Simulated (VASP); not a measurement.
Set up this calculation in VASP 6.6.1, as the native input.

```yaml
Task: single point
Functional: PBE
Potentials_or_basis: VASP PAW PBE potentials, release 64 (Ta_pv, N)
Cutoff: 520 eV
k_mesh: 10 × 10 × 10
Occupations: gaussian, width 0.028 eV
Spin: no spin polarisation
Dipole_correction: no
Further_INCAR_settings: ALGO = Normal; EDIFF = 1e-06; NBANDS = 15
```

The structure of TaN lies in POSCAR:

```
TaN
1.0
    0.0000000000      2.2113230000      2.2113230000
    2.2113230000      0.0000000000      2.2113230000
    2.2113230000      2.2113230000      0.0000000000
Ta N
1 1
Direct
    0.5000000000      0.5000000000      0.5000000000
    0.0000000000      0.0000000000      0.0000000000
```

One way to write it, as run:

INCAR

```
ALGO     = Normal         # electronic algorithm
EDIFF    = 1E-6           # SCF threshold, eV
ENCUT    = 520            # plane-wave cutoff, eV
GGA      = PE             # functional
ISIF     = 2              # what is computed and relaxed
ISMEAR   = 0              # smearing method
LASPH    = True           # aspherical terms in the spheres
LCHARG   = False          # write CHGCAR
LREAL    = False          # projectors in reciprocal space
LWAVE    = False          # write WAVECAR
NBANDS   = 15             # bands
NELM     = 100            # most SCF steps
PREC     = Accurate       # precision mode
SIGMA    = 0.028000000000000004 # smearing width, eV
```

KPOINTS

```
k-points
0
Gamma
  10 10 10
```

Potentials or basis: VASP PAW PBE potentials, release 64 (Ta_pv, N).

The run is started by

```sh
$ cat potpaw_PBE.64/Ta_pv/POTCAR potpaw_PBE.64/N/POTCAR > POTCAR
$ mpirun -np 1 vasp_std > vasp.out
```

Results of the run:

| Quantity | Value |
| --- | --- |
| Pressure | -0.6 GPa |
| Band gap on the k mesh | zero (band 8 reaches 11.20 eV, above the bottom of band 9 at 7.29 eV) |

Caveat: spin-orbit coupling is left out, which moves the levels of the heavy elements.

Run time: 12 s on 1 thread of Intel(R) Xeon(R) Platinum 8259CL CPU @ 2.50GHz (Skylake/Cascade Lake), with other jobs on the host, peak memory 0.15 GiB.
